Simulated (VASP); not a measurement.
Set up this calculation in VASP 6.6.1, as the native input.

```yaml
Task: single point
Functional: r2SCAN
Potentials_or_basis: VASP PAW PBE potentials, release 64 (Ge_d)
Cutoff: 520 eV
k_mesh: 8 × 8 × 8
Occupations: tetrahedron
Spin: no spin polarisation
Dipole_correction: no
Further_INCAR_settings: ALGO = Normal; EDIFF = 1e-07; NBANDS = 21
```

The system is Ge.

```xyz
2
Lattice="0.0000 2.8274 2.8274 2.8274 0.0000 2.8274 2.8274 2.8274 0.0000" Properties=species:S:1:pos:R:3 pbc="T T T"
Ge    0.0000    0.0000    0.0000
Ge    1.4137    1.4137    1.4137
```

These files were run (other wordings do the same):

POSCAR

```
Ge
1.0
    0.0000000000      2.8273520000      2.8273520000
    2.8273520000      0.0000000000      2.8273520000
    2.8273520000      2.8273520000      0.0000000000
Ge
2
Direct
    0.0000000000      0.0000000000      0.0000000000
    0.2500000000      0.2500000000      0.2500000000
```

INCAR.step1

```
ALGO = Normal
EDIFF = 1E-4
ENCUT = 520
GGA = PE
ISMEAR = -5
LASPH = T
LCHARG = F
LREAL = F
LWAVE = T
NBANDS = 21
NELM = 100
PREC = Accurate
SIGMA = 0.1
```

INCAR.step2

```
ALGO = Normal
EDIFF = 1E-7
ENCUT = 520
ISIF = 2
ISMEAR = -5
ISTART = 1
LASPH = T
LCHARG = T
LELF = T
LMIXTAU = T
LREAL = F
LVHAR = T
LWAVE = F
METAGGA = R2SCAN
NBANDS = 21
NELM = 100
PREC = Accurate
SIGMA = 0.1
```

KPOINTS

```
k-points
0
Gamma
  8 8 8
```

Potentials or basis: VASP PAW PBE potentials, release 64 (Ge_d).

Run with:

```bash
$ cat potpaw_PBE.64/Ge_d/POTCAR > POTCAR
$ cp INCAR.step1 INCAR
$ mpirun -np 1 vasp_std > vasp.out
$ cp INCAR.step2 INCAR
$ mpirun -np 1 vasp_std > vasp.out
```

Results of the run:

```yaml
Pressure: 0.8 GPa
Band_gap_on_the_k_mesh: 0.42 eV, direct
```

Caveat: the PAW data sets were made with another functional, which shifts forces and pressure a little.

It took 4.2 min on 1 thread of AMD EPYC 7R13 (shared host), peak memory 0.15 GiB.
